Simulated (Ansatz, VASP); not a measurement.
## Two plane-wave programs on InGaAs2

```xyz
4
Lattice="4.4602 0.0000 0.0000 0.0000 4.4602 0.0000 0.0000 0.0000 5.3499" Properties=species:S:1:pos:R:3 pbc="T T T"
In    0.0000    0.0000    2.6750
Ga    2.2301    2.2301    0.0000
As    2.2301    0.0000    4.1113
As    0.0000    2.2301    1.2386
```

Alike in both runs: task single point; functional r2SCAN; k mesh 10 × 10 × 6; occupations gaussian, width 0.03 eV; no spin polarisation.

|  | VASP | Ansatz |
| --- | --- | --- |
| version | VASP 6.6.1 | Ansatz 0.2.0 |
| potentials or method | VASP PAW PBE potentials, release 64 (In_d, Ga_d, As), cutoff 520 eV | scalar-relativistic, plane waves, PAW |
| valence electrons in the cell | 36 | 56 |

```tsv
	VASP	Ansatz	Ansatz less VASP
gap on the k mesh at the Fermi level (eV)	0.14	0.14	0.000
least direct gap on the mesh (eV)	0.38	0.37	-0.011
pressure (GPa)	-2.7	-2.7	-0.01
traceless stress, the component that is largest in VASP (GPa)	4.00	4.02	+0.013
rms of the force components (eV/Å)	0.044	0.045	+0.0005
```

VASP's potentials were made for PBE, not for r2SCAN. Atom by atom the forces differ by 0.001 eV/Å (rms over components). With one functional, cell and mesh, what is left measures potentials, basis and numerics. VASP's potentials hold 36 valence electrons a cell and Ansatz's 56, so a difference there can come from the potentials and not from the codes.
